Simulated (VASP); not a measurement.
Set up this calculation in VASP 6.6.1, as the native input.

| Item | Value |
| --- | --- |
| Task | relaxation of cell and atoms |
| Functional | PBE |
| Potentials or basis | VASP PAW PBE potentials, release 64 (Ga_d, I) |
| Cutoff | 600 eV |
| k mesh | 3 × 3 × 3 |
| Occupations | gaussian, width 0.1 eV |
| Spin | no spin polarisation |
| Dipole correction | no |
| Further INCAR settings | ALGO = Normal; EDIFF = 1e-07; IBRION = 2; EDIFFG = -0.04; NSW = 90; ISIF = 3 |

The structure of Ga3I2 lies in POSCAR:

```
Ga3I2
1.0
    3.5430369830      2.0455733559      6.4488593691
   -3.5430369830      2.0455733559      6.4488593691
    0.0000000000     -4.0911467119      6.4488593691
Ga I
6 4
Direct
    0.0562500000      0.4437500000      0.7500000000
    0.7500000000      0.0562500000      0.4437500000
    0.4437500000      0.7500000000      0.0562500000
    0.9437500000      0.5562500000      0.2500000000
    0.2500000000      0.9437500000      0.5562500000
    0.5562500000      0.2500000000      0.9437500000
    0.8521800000      0.8521800000      0.8521800000
    0.6478200000      0.6478200000      0.6478200000
    0.1478200000      0.1478200000      0.1478200000
    0.3521800000      0.3521800000      0.3521800000
```

One way to write it, as run:

INCAR

```
SYSTEM = Ga3I2
PREC = Accurate
ENCUT = 600
EDIFF = 1E-7
ISMEAR = 0
SIGMA = 0.1
LREAL = .False.
LASPH = .True.
NELM = 100
ALGO = Normal
ISIF = 3
LWAVE = .False.
LCHARG = .False.
GGA = PE
IBRION = 2
NSW = 90
EDIFFG = -0.04
```

KPOINTS

```
regular mesh
0
Gamma
  3 3 3
  0 0 0
```

Potentials or basis: VASP PAW PBE potentials, release 64 (Ga_d, I).

Launch:

```bash
$ cat potpaw_PBE.64/Ga_d/POTCAR potpaw_PBE.64/I/POTCAR > POTCAR
$ mpirun -np 1 vasp_std > vasp.out
```

Results of the run:

```
Relaxed volume                        : 44.07 Å³/atom
Relaxed cell                          : a = 8.796 Å, b = 8.796 Å, c = 8.796 Å, α = 56.36°, β = 56.36°, γ = 56.36°
Space group after relaxing (to 0.1 Å) : R-3c (No. 167)
Energy gained by relaxing             : 443.7 meV/atom
Ionic steps                           : 17
Pressure after relaxing               : 0.0 GPa
Largest force after relaxing          : 0.032 eV/Å
Band gap on the k mesh                : zero (bands 53 and 54 overlap by 0.47 eV)
```

Caveat: the volume moved by over 15 % at a fixed basis, so the end points are rough; spin-orbit coupling is left out, which moves the levels of the heavy elements.

Wall time 29 min on 1 thread of Intel(R) Xeon(R) 6975P-C (Granite Rapids), on a shared host, peak memory 0.68 GiB.
